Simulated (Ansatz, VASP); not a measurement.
Two plane-wave programs on Re

Contents of INCAR:

```
SYSTEM = Re
PREC     = Accurate       ! precision mode
ENCUT    = 560            ! plane-wave cutoff, eV
EDIFF    = 1E-6           ! SCF threshold, eV
ISMEAR   = 1              ! smearing method
SIGMA    = 1.0            ! smearing width, eV
LREAL    = .False.        ! projectors in reciprocal space
LASPH    = .True.         ! aspherical terms in the spheres
NELM     = 120            ! most SCF steps
ALGO     = Normal         ! electronic algorithm
ISIF     = 2              ! what is computed and relaxed
LWAVE    = .False.        ! write WAVECAR
LCHARG   = .False.        ! write CHGCAR
GGA      = CA             ! functional
NBANDS   = 22             ! bands
GGA_COMPAT= .False.
```

The input KPOINTS:

```
Automatic mesh
0
Gamma
  13 13 7
  0 0 0
```

The input POSCAR:

```
Re
1.0
    2.7391880258      0.0000000000      0.0000000000
   -1.3695940129      2.3722064161      0.0000000000
    0.0000000000      0.0000000000      4.4118668232
Re
2
Direct
    0.3333333333      0.6666666667      0.2500000000
    0.6666666667      0.3333333333      0.7500000000
```

Input for Ansatz:

```yaml
crystal:
  lattice:
    - [2.7391880258, 0.0, 0.0]
    - [-1.3695940129, 2.3722064161, 0.0]
    - [0.0, 0.0, 4.4118668232]
  atoms:
    - { symbol: Re, position: [0.3333333333, 0.6666666667, 0.25] }
    - { symbol: Re, position: [0.6666666667, 0.3333333333, 0.75] }
hamiltonian:
  xc: lda
  pseudopotentials:
    kind: paw
    azcp:
      Re: "pseudopotentials/Re.paw.azcp"
basis:
  ecutwfc: 420
  fft_grid_basis: typed
kpoints:
  mp_grid: { grid: [13, 13, 7], shift: [0, 0, 0] }
magnetization:
  spin_polarized: false
scf:
  occupations: { method: methfessel_paxton, width: 1.0 }
  lower_state_search: "off"
output:
  stress: true
```

Alike in both runs: task single point; functional LDA; k mesh 13 × 13 × 7; occupations methfessel-paxton of order 1, width 1 eV; no spin polarisation.

|  | VASP | Ansatz |
| --- | --- | --- |
| version | VASP 6.6.1 | Ansatz 0.2.0 |
| potentials or method | VASP PAW LDA potentials, release 64 (Re_sv_GW), cutoff 560 eV | plane waves (420 eV) with PAW, scalar-relativistic |
| valence electrons in the cell | 30 | 30 |

|  | VASP | Ansatz | Ansatz less VASP |
| --- | --- | --- | --- |
| pressure (GPa) | -0.3 | -0.2 | +0.04 |
| traceless stress, the component that is largest in VASP (GPa) | -0.80 | -0.74 | +0.062 |

Ansatz warns that its potentials were made for another functional, while VASP's fit it. LDA's correlation is that of Perdew and Zunger in VASP and of Perdew and Wang (1992) in Ansatz.

Neither program's run includes spin-orbit coupling.
